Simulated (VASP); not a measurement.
# Ir (P6_3/mmc) in VASP: relaxation of cell and atoms with PBE

Aim: the relaxation of cell and atoms of Ir with PBE.

Program: VASP 6.6.1. These are calculated values, not measurements. Logs are shortened: lines on timing, memory, paths and dates and some standing lists are left out, and cuts for length are marked.

### 1 The cell of the first run

The structure is hexagonal, space group P6_3/mmc (No. 194). Conventional cell: a = 2.450 Å, b = 2.450 Å, c = 3.991 Å, α = 90.00°, β = 90.00°, γ = 120.00°. Ir (site symmetry -6m2) has 12 Ir at 2.45 Å within 3.2 Å.

This isn't the form of Ir at room conditions, which is fcc.

### 2 Relaxation of cell and atoms, PBE, target pressure 270 GPa, at which the enthalpy is minimised

The input, INCAR:

```
PREC = Accurate ; ENCUT = 600
EDIFF = 1E-7 ; ISMEAR = -1
SIGMA = 0.05 ; LREAL = False
LASPH = True ; NELM = 80
ALGO = Normal ; ISIF = 3
LWAVE = False ; LCHARG = False
GGA = PE ; IBRION = 2
NSW = 32 ; EDIFFG = -0.005
PSTRESS = 2700.0
```

The input, KPOINTS:

```
Automatic mesh
0
Gamma
  18 18 10
```

The input, POSCAR:

```
Ir
1.0
    2.4497792463      0.0000000000      0.0000000000
   -1.2248896232      2.1215710610      0.0000000000
    0.0000000000      0.0000000000      3.9914679175
Ir
2
Direct
    0.3333333333      0.6666666667      0.2500000000
    0.6666666667      0.3333333333      0.7500000000
```

Potentials or basis: VASP PAW PBE potentials, release 64 (Ir).

Run with:

```
$ cat potpaw_PBE.64/Ir/POTCAR > POTCAR
$ mpirun -np 1 vasp_std > vasp.out
```

OUTCAR:

```text
PREC = Accurate
   ENCUT = 600
   EDIFF = 1E-7
   ISMEAR = -1
   LREAL = False
   LASPH = True
   NELM = 80
   ISIF = 3
   GGA = PE
   IBRION = 2
   NSW = 32
   EDIFFG = -0.005
   PSTRESS = 2700.0

 ion  position               nearest neighbor table
   1  0.333  0.667  0.250-   2 2.45   2 2.45   2 2.45   2 2.45   2 2.45   2 2.45
   2  0.667  0.333  0.750-   1 2.45   1 2.45   1 2.45   1 2.45   1 2.45   1 2.45

  LATTYP: Found a hexagonal cell.
 ALAT       =     2.4497792463
 C/A-ratio  =     1.6293173859

  Lattice vectors:

 A1 = (   2.4497792463,   0.0000000000,   0.0000000000)
 A2 = (  -1.2248896232,   2.1215710610,   0.0000000000)
 A3 = (   0.0000000000,   0.0000000000,   3.9914679175)

Analysis of symmetry for initial positions (statically):
=====================================================================
 Subroutine PRICEL returns:
 Original cell was already a primitive cell.

 Routine SETGRP: Setting up the symmetry group for a
 hexagonal supercell.

 Subroutine GETGRP returns: Found 24 space group operations
 (whereof 12 operations were pure point group operations)
 out of a pool of 24 trial point group operations.

The static configuration has the point symmetry D_3d.
 The point group associated with its full space group is D_6h.

Analysis of symmetry for dynamics (positions and initial velocities):
=====================================================================
 Subroutine PRICEL returns:
 Original cell was already a primitive cell.

 Routine SETGRP: Setting up the symmetry group for a
 hexagonal supercell.

 Subroutine GETGRP returns: Found 24 space group operations
 (whereof 12 operations were pure point group operations)
 out of a pool of 24 trial point group operations.

The dynamic configuration has the point symmetry D_3d.
 The point group associated with its full space group is D_6h.

 Subroutine INISYM returns: Found 24 space group operations
 (whereof 12 operations are pure point group operations),
 and found     1 'primitive' translations

----------------------------------------------------------------------------------------

                                     Primitive cell

  volume of cell :      20.7452

  direct lattice vectors                    reciprocal lattice vectors
     2.449779246  0.000000000  0.000000000     0.408200046  0.235674406  0.000000000
    -1.224889623  2.121571061  0.000000000     0.000000000  0.471348812  0.000000000
     0.000000000  0.000000000  3.991467918     0.000000000  0.000000000  0.250534395

  length of vectors
     2.449779246  2.449779246  3.991467918     0.471348812  0.471348812  0.250534395

  position of ions in fractional coordinates (direct lattice)
     0.333333333  0.666666667  0.250000000
     0.666666667  0.333333333  0.750000000

  ion indices of the primitive-cell ions
   primitive index   ion index
                 1           1
                 2           2

----------------------------------------------------------------------------------------

 KPOINTS: Automatic mesh

Automatic generation of k-mesh.
 Grid dimensions read from file:
 generate k-points for:   18   18   10

 Generating k-lattice:

  Cartesian coordinates                     Fractional coordinates (reciprocal lattice)
     0.022677780  0.013093023  0.000000000     0.055555556  0.000000000  0.000000000
     0.000000000  0.026186045  0.000000000     0.000000000  0.055555556  0.000000000
     0.000000000  0.000000000  0.025053440     0.000000000  0.000000000  0.100000000

  Length of vectors
     0.026186045  0.026186045  0.025053440

  Shift w.r.t. Gamma in fractional coordinates (k-lattice)
     0.000000000  0.000000000  0.000000000

 Subroutine IBZKPT returns following result:
 ===========================================

 Found    222 irreducible k-points:

 Following reciprocal coordinates:
            Coordinates               Weight
  0.000000  0.000000  0.000000      1.000000
  0.055556  0.000000  0.000000      6.000000
  0.111111  0.000000  0.000000      6.000000
  0.166667  0.000000  0.000000      6.000000
  0.222222  0.000000  0.000000      6.000000
  0.277778  0.000000  0.000000      6.000000
[... 16 lines left out ...]
  0.333333  0.111111  0.000000     12.000000
  0.388889  0.111111  0.000000     12.000000
 [... further k-points ...]
   k-points           NKPTS =    222   k-points in BZ     NKDIM =    222   number of bands    NBANDS=     13
   number of dos      NEDOS =    301   number of ions     NIONS =      2
   total plane-waves  NPLWV =  12800
   dimension x,y,z NGX =    20 NGY =   20 NGZ =   32
   dimension x,y,z NGXF=    40 NGYF=   40 NGZF=   64
   ions per type =               2
   NGX,Y,Z   is equivalent  to a cutoff of  13.57, 13.57, 13.33 a.u.
   NGXF,Y,Z  is equivalent  to a cutoff of  27.14, 27.14, 26.66 a.u.
 SYSTEM =  unknown system
   PREC   = accura    normal or accurate (medium, high low for compatibility)
   ISTART =      0    job   : 0-new  1-cont  2-samecut
   ICHARG =      2    charge: 1-file 2-atom 10-const
   ISPIN  =      1    spin polarized calculation?
   LNONCOLLINEAR =      F non collinear calculations
   LSORBIT =      F    spin-orbit coupling
   LASPH  =      T    aspherical Exc in radial PAW
   ENCUT  =  600.0 eV  44.10 Ry    6.64 a.u.   4.89  4.89  7.97*2*pi/ulx,y,z
   NELM   =     80;   NELMIN=  2; NELMDL= -5     # of ELM steps
   EDIFF  = 0.1E-06   stopping-criterion for ELM
   LREAL  =      F    real-space projection
   EDIFFG = -.5E-02   stopping-criterion for IOM
   NSW    =     32    number of steps for IOM
   IBRION =      2    ionic relax: 0-MD 1-quasi-New 2-CG
   NFREE  =      1    steps in history (QN), initial steepest desc. (CG)
   ISIF   =      3    stress and relaxation
   ISYM   =      2    0-nonsym 1-usesym 2-fastsym
   POTIM  = 0.5000    time-step for ionic-motion
   TEBEG  =    0.0;   TEEND  =   0.0 temperature during run
   PSTRESS= 2700.0 pullay stress
   NELECT =      18.0000    total number of electrons
   NUPDOWN=      -1.0000    fix difference up-down
   EMIN   =  10.00;   EMAX   =-10.00  energy-range for DOS
   EFERMI =   0.00;   METHOD = LEGACY
   ISMEAR =    -1;   SIGMA  =   0.05  broadening in eV -4-tet -1-fermi 0-gaus
   EFERMI_NEDOS =   21; number of points for ismear=-14 and -15
   IALGO  =     38    algorithm
   IMIX   =      4    mixing-type and parameters
     AMIX     =   0.40;   BMIX     =  1.00
     AMIX_MAG =   1.60;   BMIX_MAG =  1.00
  volume/ion in A,a.u.               =      10.37        70.00
  Fermi-wavevector in a.u.,A,eV,Ry     =   1.561445  2.950703 33.172494  2.438110
  Thomas-Fermi vector in A             =   2.664509
   LORBIT       =      0    0 simple, 1 ext, 2 COOP (PROOUT), +10 PAW based schemes
   GGA     = PE    functional components
   LHFCALC =     F    Hartree Fock is set to
   AEXX    =    0.0000 exact exchange contribution
   IVDW    =     0    specifies the selected vdW correction
   LEPSILON=     F    determine dielectric tensor
   LRPA    =     F    only Hartree local field effects (RPA)
 conjugate gradient relaxation of ions
 non-spin polarized calculation
  energy-cutoff  :      600.00
  volume of cell :       20.75
 maximum number of plane-waves:       706
 NGX is ok and might be reduce to    20
   NGX =  9   NGY =  9   NGZ = 15

--------------------------------------- Ionic step        1  -------------------------------------------

 number of electron      18.0000000 magnetization

 Free energy of the ion-electron system (eV)
  ---------------------------------------------------
  ext. energy  EPLUGINS =         0.00000000
  ---------------------------------------------------
  free energy    TOTEN  =       -12.35882848 eV

  energy without entropy =      -12.34819207  energy(sigma->0) =      -12.35351027

------------------------ aborting loop because EDIFF is reached ----------------------------------------

  FORCE on cell =-STRESS in cart. coord.  units (eV):
  Direction    XX          YY          ZZ          XY          YZ          ZX
  --------------------------------------------------------------------------------------
  -------------------------------------------------------------------------------------
  Total       35.7365719     35.7365719     35.7527917     -0.0000000      0.0000000      0.0000000
  in kB     2759.9822895   2759.9822896   2761.2349686     -0.0000001      0.0000000      0.0000000
  external PRESSURE =      60.3998492 kB  Pullay stress =    2700.0000000 kB

 VOLUME and BASIS-vectors are now :
 -----------------------------------------------------------------------------
  energy-cutoff  :      600.00
  volume of cell :       20.75
      direct lattice vectors                 reciprocal lattice vectors
     2.449779246  0.000000000  0.000000000     0.408200046  0.235674406  0.000000000
    -1.224889623  2.121571061  0.000000000     0.000000000  0.471348812  0.000000000
     0.000000000  0.000000000  3.991467918     0.000000000  0.000000000  0.250534395
[... 84 lines left out ...]
  FREE ENERGIE OF THE ION-ELECTRON SYSTEM (eV)
  ---------------------------------------------------
  free  energy   TOTEN  =       -12.5094250017 eV

  energy  without entropy=      -12.4987292684  energy(sigma->0) =      -12.50407714

  enthalpy is  TOTEN    =        22.5994955803 eV   P V=       35.1089205820

--------------------------------------- Ionic step        4  -------------------------------------------

 number of electron      18.0000000 magnetization

 Free energy of the ion-electron system (eV)
  ---------------------------------------------------
  ext. energy  EPLUGINS =         0.00000000
  ---------------------------------------------------
  free energy    TOTEN  =       -12.50535472 eV

  energy without entropy =      -12.49466062  energy(sigma->0) =      -12.50000767

 E-fermi :  16.8220     XC(G=0): -15.8667

 val. band max:       16.7996560896   @ k =   0.2778   0.0000   0.4000
 cond. band min:      16.8290805502   @ k =   0.2222   0.1111   0.5000
 fundamental gap:      0.0294244606
 Fermi energy:        16.8220010236

 k-point     1 :       0.0000    0.0000    0.0000
  band No.  band energies     occupation
      1       1.9173      2.00000
      2       4.6579      2.00000
      3      10.4243      2.00000
      4      10.6004      2.00000
      5      10.6004      2.00000
      6      11.6874      2.00000
      7      11.6874      2.00000
      8      13.0445      2.00000
      9      13.0445      2.00000
     10      15.3435      2.00000
     11      17.2075      0.00090
     12      17.2075      0.00090
     13      27.1505      0.00000

 k-point     2 :       0.0556    0.0000    0.0000
  band No.  band energies     occupation
      1       2.0920      2.00000
      2       4.8187      2.00000
      3      10.0615      2.00000
      4      10.7586      2.00000
      5      10.9120      2.00000
      6      11.5718      2.00000
      7      11.8389      2.00000
      8      12.8005      2.00000
      9      12.9094      2.00000
     10      14.4193      2.00000
     11      17.3012      0.00014
[... 339 lines left out ...]
 k-point    24 :       0.3889    0.1111    0.0000
  band No.  band energies     occupation
      1       5.5948      2.00000
      2       6.0921      2.00000
      3       6.4068      2.00000
      4      10.0371      2.00000
      5      10.9796      2.00000
      6      11.2249      2.00000
      7      12.1269      2.00000
      8      17.1153      0.00565
      9      17.9143      0.00000
     10      18.1339      0.00000
     11      20.9163      0.00000
     12      25.1110      0.00000
     13      27.4423      0.00000

 [... further k-points ...]

------------------------ aborting loop because EDIFF is reached ----------------------------------------

  FORCE on cell =-STRESS in cart. coord.  units (eV):
  Direction    XX          YY          ZZ          XY          YZ          ZX
  --------------------------------------------------------------------------------------
  -------------------------------------------------------------------------------------
  Total       35.1035311     35.1035311     35.1061084     -0.0000000      0.0000000      0.0000000
  in kB     2699.8986863   2699.8986864   2700.0969156     -0.0000001      0.0000000      0.0000000
  external PRESSURE =      -0.0352372 kB  Pullay stress =    2700.0000000 kB

 VOLUME and BASIS-vectors are now :
 -----------------------------------------------------------------------------
  energy-cutoff  :      600.00
  volume of cell :       20.83
      direct lattice vectors                 reciprocal lattice vectors
     2.453136576 -0.000000000  0.000000000     0.407641389  0.235351865 -0.000000000
    -1.226568288  2.124478593  0.000000000     0.000000000  0.470703731 -0.000000000
     0.000000000  0.000000000  3.997052312    -0.000000000 -0.000000000  0.250184366

 POSITION                                       TOTAL-FORCE (eV/Angst)
 -----------------------------------------------------------------------------------
     -0.00000      1.41632      0.99926        -0.000000      0.000000      0.000000
      1.22657      0.70816      2.99779         0.000000     -0.000000      0.000000
 -----------------------------------------------------------------------------------
    total drift:                                0.000000     -0.000000     -0.000000

  FREE ENERGIE OF THE ION-ELECTRON SYSTEM (eV)
  ---------------------------------------------------
  free  energy   TOTEN  =       -12.5053547200 eV

  energy  without entropy=      -12.4946606197  energy(sigma->0) =      -12.50000767

  enthalpy is  TOTEN    =        22.5994936149 eV   P V=       35.1048483349

 reached required accuracy - stopping structural energy minimisation
```

It took 3.2 min on 1 thread of Oxide Virtual Turin-like, shared host; peak memory 0.17 GiB.

Results:

| Item | Value |
| --- | --- |
| Free energy | -12.5054 eV |
| Relaxed volume | 10.42 Å³/atom |
| Relaxed cell | a = 2.453 Å, b = 2.453 Å, c = 3.997 Å, α = 90.00°, β = 90.00°, γ = 120.00° |
| Space group after relaxing (to 0.1 Å) | P6_3/mmc (No. 194) |
| Energy change on relaxing (the run minimises the enthalpy) | -73.3 meV/atom |
| Ionic steps | 4 |
| Pressure after relaxing | 270.0 GPa |
| Band gap on the k mesh | zero (bands 9 and 10 overlap by 5.56 eV) |

The path:
```
step  energy change (eV)  largest force (eV/Å)  pressure (GPa)  volume (Å³)
   1              0.0000                0.0000          276.04        20.75
   2             -1.7702                0.0000          201.44        21.94
   3             -0.1506                0.0000          269.83        20.83
   4             -0.1465                0.0000          270.00        20.83
```

Final structure:
```
Ir
1.0
     2.45314    0.00000    0.00000
    -1.22657    2.12448    0.00000
     0.00000    0.00000    3.99705
Ir
2
Direct
  0.33333 0.66667 0.25000
  0.66667 0.33333 0.75000
```

Caveat: the cell is relaxed towards a set pressure, so the run minimises the enthalpy, not the energy; spin-orbit coupling is left out, which moves the levels of the heavy elements.

The gap in the log of VASP goes by the Fermi energy; the results here count the filled bands.